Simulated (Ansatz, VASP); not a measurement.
# Co: VASP beside Ansatz

INCAR

```
  PREC = Accurate
  ENCUT = 520
  EDIFF = 1E-7
  ISMEAR = -1
  SIGMA = 0.05
  LREAL = False
  LASPH = True
  NELM = 150
  ALGO = Normal
  ISIF = 2
  LWAVE = False
  LCHARG = False
  ISPIN = 2
  MAGMOM = 1.7 1.7 1.7
  LORBIT = 11
  LMAXMIX = 4
  GGA = PE
  NBANDS = 24
```

Contents of KPOINTS:

```
Automatic mesh
0
Gamma
  10 10 14
```

Contents of POSCAR:

```
Co
1.0
    3.7488755480      0.0000000000      0.0000000000
   -1.8744377740      3.2466214602      0.0000000000
    0.0000000000      0.0000000000      2.2884585505
Co
3
Direct
    0.0000000000      0.0000000000      0.0000000000
    0.3333333333      0.6666666667      0.5000000000
    0.6666666667      0.3333333333      0.5000000000
```

Input for Ansatz:

```yaml
crystal:
  lattice:
    - [3.748875548, 0.0, 0.0]
    - [-1.874437774, 3.2466214602, 0.0]
    - [0.0, 0.0, 2.2884585505]
  atoms:
    - { symbol: Co, position: [0.0, 0.0, 0.0], spin: 1.7 }
    - { symbol: Co, position: [0.3333333333, 0.6666666667, 0.5], spin: 1.7 }
    - { symbol: Co, position: [0.6666666667, 0.3333333333, 0.5], spin: 1.7 }
magnetization:
  spin_polarized: true
kpoints:
  mp_grid: { grid: [10, 10, 14] }
scf:
  occupations: { method: fermi_dirac, width: 0.05 }
hamiltonian:
  xc: pbe
  pseudopotentials: { kind: all_electron, lapw: { basis_error: 0.001 } }
output:
  forces: true
  stress: true
  eigenvalues: true
  populations: true
```

Change from the starting cell: volume scaled by 0.84, LAPW.

Alike in both runs: task single point; functional PBE; k mesh 10 × 10 × 14; occupations fermi-dirac, width 0.05 eV; collinear spin.

|  | VASP | Ansatz |
| --- | --- | --- |
| version | VASP 6.6.1 | Ansatz 0.2.0 |
| potentials or method | VASP PAW PBE potentials, release 64 (Co), cutoff 520 eV | all-electron LAPW, scalar-relativistic |

|  | VASP | Ansatz | Ansatz less VASP |
| --- | --- | --- | --- |
| pressure (GPa) | 51.6 | 53.3 | +1.72 |
| traceless stress, the component that is largest in VASP (GPa) | 0.22 | -0.03 | -0.245 |
| net moment per atom (μB) | 1.48 | 1.48 | 0.000 |
| size of the moment on the site where the two differ most (μB) | 1.47 | 1.54 | +0.070 |

Site moments also hang on the region over which each program counts them. Both programs put the cell under a high pressure, so it lies far from rest at this level. Ansatz ran all-electron here, and VASP with PAW potentials.
